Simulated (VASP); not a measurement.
InP:

```
CELL_PARAMETERS angstrom
4.24507 0.00000 0.00000
-2.12253 3.67634 0.00000
0.00000 0.00000 5.30606
ATOMIC_POSITIONS crystal
In 0.33333 0.66667 0.25000
In 0.66667 0.33333 0.75000
P 0.66667 0.33333 0.25000
P 0.33333 0.66667 0.75000
```

* Program: VASP 6.6.1
* Task: relaxation of cell and atoms
* Functional: PBE
* Potentials or basis: VASP PAW PBE potentials, release 64 (In_d, P)
* Cutoff: 600 eV
* k mesh: 6 × 6 × 4
* Occupations: fermi-dirac, width 0.02 eV
* Spin: no spin polarisation

At the start: pressure 19.7 GPa; volume 20.70 Å³/atom.

Problem. Where does the relaxation end?

Solution. Over 9 steps the energy falls by 246.5 meV/atom and the volume is 25.51 Å³/atom (+23.2 %); space group P6_3/mmc (No. 194, to 0.1 Å) before and after.

Step by step:
```
step  energy change (eV)  largest force (eV/Å)  pressure (GPa)  volume (Å³)
   1              0.0000                0.0000           19.72        82.81
   2             -0.6386                0.0000           -5.84       117.26
   3             -0.9626                0.0000           -0.10       101.82
   4             -0.9625                0.0000            0.17       101.41
   5             -0.9744                0.0000            0.17       101.47
   6             -0.9857                0.0000            0.27       101.55
   7             -0.9858                0.0000            0.29       101.55
   8             -0.9859                0.0000           -0.26       102.43
   9             -0.9862                0.0000           -0.01       102.05
```

Final structure:
```xyz
4
Lattice="4.4748 0.0000 0.0000 -2.2374 3.8753 0.0000 0.0000 0.0000 5.8848" Properties=species:S:1:pos:R:3 pbc="T T T"
In    0.0000    2.5835    1.4712
In    2.2374    1.2918    4.4136
P     2.2374    1.2918    1.4712
P     0.0000    2.5835    4.4136
```

Caveat: the volume moved by over 15 % at a fixed basis, so the end points are rough.
